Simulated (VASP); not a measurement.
# Cu (I4/mmm) in VASP: a series of runs, part 2 of 2

VASP 6.6.1. The steps go on from the part before.

## (3) Relaxation of volume and atoms at fixed shape, PBEsol

This run uses another cell than the first one, of 11.46 Å³/atom, 1.009 times its volume.

Input file INCAR:

```
SYSTEM = Cu
PREC = Accurate
ENCUT = 600
EDIFF = 1E-6
ISMEAR = 1
SIGMA = 0.1
LREAL = .False.
LASPH = .True.
NELM = 80
ALGO = Normal
ISIF = 8
LWAVE = .False.
LCHARG = .False.
GGA = PS
IBRION = 2
NSW = 60
EDIFFG = -0.03
```

Input file KPOINTS:

```
regular mesh
0
Gamma
  14 14 14
  0 0 0
```

Input file POSCAR:

```
Cu
1.0
   -1.4427930000      1.4427930000      1.3760810000
    1.4427930000     -1.4427930000      1.3760810000
    1.4427930000      1.4427930000     -1.3760810000
Cu
1
Direct
    0.0000000000      0.0000000000      0.0000000000
```

Potentials or basis: VASP PAW PBE potentials, release 64 (Cu).

Command:

```sh
> cat potpaw_PBE.64/Cu/POTCAR > POTCAR
> mpirun -np 1 vasp_std > vasp.out
```

OUTCAR:

```text
SYSTEM = Cu
   PREC = Accurate
   ENCUT = 600
   EDIFF = 1E-6
   ISMEAR = 1
   LREAL = .False.
   LASPH = .True.
   NELM = 80
   ISIF = 8
   GGA = PS
   IBRION = 2
   NSW = 60
   EDIFFG = -0.03

 ion  position               nearest neighbor table
   1  0.000  0.000  0.000-

  LATTYP: Found a body centered tetragonal cell.
 ALAT       =     2.8855860000
 C/A-ratio  =     0.9537619049

  Lattice vectors:

 A1 = (  -1.4427930000,   1.4427930000,   1.3760810000)
 A2 = (   1.4427930000,  -1.4427930000,   1.3760810000)
 A3 = (   1.4427930000,   1.4427930000,  -1.3760810000)

Analysis of symmetry for initial positions (statically):
=====================================================================
 Subroutine PRICEL returns:
 Original cell was already a primitive cell.

 Routine SETGRP: Setting up the symmetry group for a
 body centered tetragonal supercell.

 Subroutine GETGRP returns: Found 16 space group operations
 (whereof 16 operations were pure point group operations)
 out of a pool of 16 trial point group operations.

The static configuration has the point symmetry D_4h.

Analysis of symmetry for dynamics (positions and initial velocities):
=====================================================================
 Subroutine PRICEL returns:
 Original cell was already a primitive cell.

 Routine SETGRP: Setting up the symmetry group for a
 body centered tetragonal supercell.

 Subroutine GETGRP returns: Found 16 space group operations
 (whereof 16 operations were pure point group operations)
 out of a pool of 16 trial point group operations.

The dynamic configuration has the point symmetry D_4h.

 Subroutine INISYM returns: Found 16 space group operations
 (whereof 16 operations are pure point group operations),
 and found     1 'primitive' translations

[... 165 lines left out ...]
 -----------------------------------------------------------------------------------
    total drift:                                0.000000     -0.000000      0.000000

  FREE ENERGIE OF THE ION-ELECTRON SYSTEM (eV)
  ---------------------------------------------------
  free  energy   TOTEN  =        -4.2636155333 eV

  energy  without entropy=       -4.2631975659  energy(sigma->0) =       -4.26347621

--------------------------------------- Ionic step        2  -------------------------------------------

 number of electron      11.0000001 magnetization

 Free energy of the ion-electron system (eV)
  ---------------------------------------------------
  ext. energy  EPLUGINS =         0.00000000
  ---------------------------------------------------
  free energy    TOTEN  =        -4.26368272 eV

  energy without entropy =       -4.26324447  energy(sigma->0) =       -4.26353663

 E-fermi :   7.8737     XC(G=0): -13.1263

 val. band max:        7.8620002553   @ k =   0.5000   0.2143   0.1429
 cond. band min:       7.8798321641   @ k =   0.2143   0.1429   0.1429
 fundamental gap:      0.0178319088
 Fermi energy:         7.8737047695

 k-point     1 :       0.0000    0.0000    0.0000
  band No.  band energies     occupation
      1      -1.8039      2.00000
      2       4.5090      2.00000
      3       4.7058      2.00000
      4       4.7058      2.00000
      5       5.5941      2.00000
      6       5.8086      2.00000
      7      32.7835      0.00000
      8      32.7835      0.00000
      9      34.0323      0.00000
[... 265 lines left out ...]
 k-point    24 :       0.2857    0.1429    0.0000
  band No.  band energies     occupation
      1       2.5404      2.00000
      2       3.9868      2.00000
      3       4.5472      2.00000
      4       5.5722      2.00000
      5       5.9794      2.00000
      6       6.8971      2.00000
      7      17.0656      0.00000
      8      21.6630      0.00000
      9      25.8564      0.00000

 [... further k-points ...]

------------------------ aborting loop because EDIFF is reached ----------------------------------------

  FORCE on cell =-STRESS in cart. coord.  units (eV):
  Direction    XX          YY          ZZ          XY          YZ          ZX
  --------------------------------------------------------------------------------------
  -------------------------------------------------------------------------------------
  Total        0.0418421      0.0418421      0.0005086      0.0000000      0.0000000      0.0000000
  in kB        5.8892948      5.8892948      0.0715862      0.0000000      0.0000000      0.0000000
  external PRESSURE =       3.9500586 kB  Pullay stress =       0.0000000 kB

 VOLUME and BASIS-vectors are now :
 -----------------------------------------------------------------------------
  energy-cutoff  :      600.00
  volume of cell :       11.38
      direct lattice vectors                 reciprocal lattice vectors
    -1.439639137  1.439639137  1.373072965     0.000000000  0.347309258  0.364146708
     1.439639137 -1.439639137  1.373072965     0.347309258  0.000000000  0.364146708
     1.439639137  1.439639137 -1.373072965     0.347309258  0.347309258  0.000000000

 POSITION                                       TOTAL-FORCE (eV/Angst)
 -----------------------------------------------------------------------------------
      0.00000      0.00000      0.00000         0.000000     -0.000000     -0.000000
 -----------------------------------------------------------------------------------
    total drift:                                0.000000      0.000000      0.000000

  FREE ENERGIE OF THE ION-ELECTRON SYSTEM (eV)
  ---------------------------------------------------
  free  energy   TOTEN  =        -4.2636827159 eV

  energy  without entropy=       -4.2632444715  energy(sigma->0) =       -4.26353663

 reached required accuracy - stopping structural energy minimisation
```

CONTCAR:

```text
Cu
   1.00000000000000
    -1.4396391366907810    1.4396391366907810    1.3730729653225286
     1.4396391366907810   -1.4396391366907810    1.3730729653225286
     1.4396391366907810    1.4396391366907810   -1.3730729653225286
  Cu
     1
Direct
     0.0000000000000000    0.0000000000000000    0.0000000000000000

  0.00000000E+00  0.00000000E+00  0.00000000E+00
```

It took 16 s on 1 thread of Intel Xeon 6975P-C (Granite Rapids), shared host; peak memory 0.15 GiB.

Results:

```yaml
Free_energy: -4.2637 eV
Relaxed_volume: 11.38 Å³/atom
Relaxed_cell: a = 2.456 Å, b = 2.456 Å, c = 2.456 Å, α = 108.22°, β = 108.22°, γ = 112.01°
Space_group_after_relaxing_to_0.05_Å: I4/mmm (No. 139)
Energy_gained_by_relaxing: 0.1 meV/atom
Ionic_steps: 2
Pressure_after_relaxing: 0.4 GPa
```

Final structure:
```yaml
crystal:
  lattice:
    - [-1.43964, 1.43964, 1.37307]
    - [1.43964, -1.43964, 1.37307]
    - [1.43964, 1.43964, -1.37307]
  atoms:
    - { symbol: Cu, position: [0.00000, 0.00000, 0.00000] }
```

Caveat: the PAW data sets were made with another functional, which shifts forces and pressure a little.

## (4) Relaxation of volume and atoms at fixed shape, PBEsol

This run uses another cell than the first one, of 11.46 Å³/atom, 1.009 times its volume.

Input file INCAR:

```
  ALGO = Normal
  EDIFF = 1E-6
  EDIFFG = -0.03
  ENCUT = 600
  GGA = PS
  IBRION = 2
  ISIF = 8
  ISMEAR = 1
  LASPH = True
  LCHARG = False
  LREAL = False
  LWAVE = False
  NELM = 80
  NSW = 60
  PREC = Accurate
  SIGMA = 0.1
```

Input file KPOINTS:

```
k-points
0
Gamma
  14 14 14
```

POSCAR is that of step 3.

Command:

```sh
> cat potpaw_PBE.64/Cu/POTCAR > POTCAR
> mpirun -np 1 vasp_std > vasp.out
```

Wall time 15 s (1 thread of Intel Xeon 6975P-C (Granite Rapids), shared host); peak memory 0.15 GiB.

Results (log left out):

```yaml
Free_energy: -4.2637 eV
Relaxed_volume: 11.38 Å³/atom
Relaxed_cell: a = 2.456 Å, b = 2.456 Å, c = 2.456 Å, α = 108.22°, β = 108.22°, γ = 112.01°
Space_group_after_relaxing_to_0.05_Å: I4/mmm (No. 139)
Energy_gained_by_relaxing: 0.1 meV/atom
Ionic_steps: 2
Pressure_after_relaxing: 0.4 GPa
```

Stress tensor (GPa, compression positive):
```
0.59 0.00 0.00
0.00 0.59 0.00
0.00 0.00 0.01
```

Final structure:
```
Cu
1.0
    -1.43964    1.43964    1.37307
     1.43964   -1.43964    1.37307
     1.43964    1.43964   -1.37307
Cu
1
Direct
  0.00000 0.00000 0.00000
```

Levels at points of the mesh, in eV from the Fermi level:
```
           k point  band 2  band 3  band 4  band 5  band 6  band 7  band 8  band 9
(0.00, 0.00, 0.00)   -3.36   -3.17   -3.17   -2.28   -2.07   24.91   24.91   26.16
(0.50, 0.00, 0.00)   -4.07   -2.19   -1.97   -1.39   -0.60    4.70   17.37   17.50
(0.50, 0.50, 0.00)   -3.83   -2.35   -2.10   -1.41   -0.97    4.18   18.62   18.93
(0.50, 0.50, 0.50)   -4.84   -1.59   -1.59   -1.54    7.71    7.71    9.56   13.38
```

Caveat: the PAW data sets were made with another functional, which shifts forces and pressure a little.
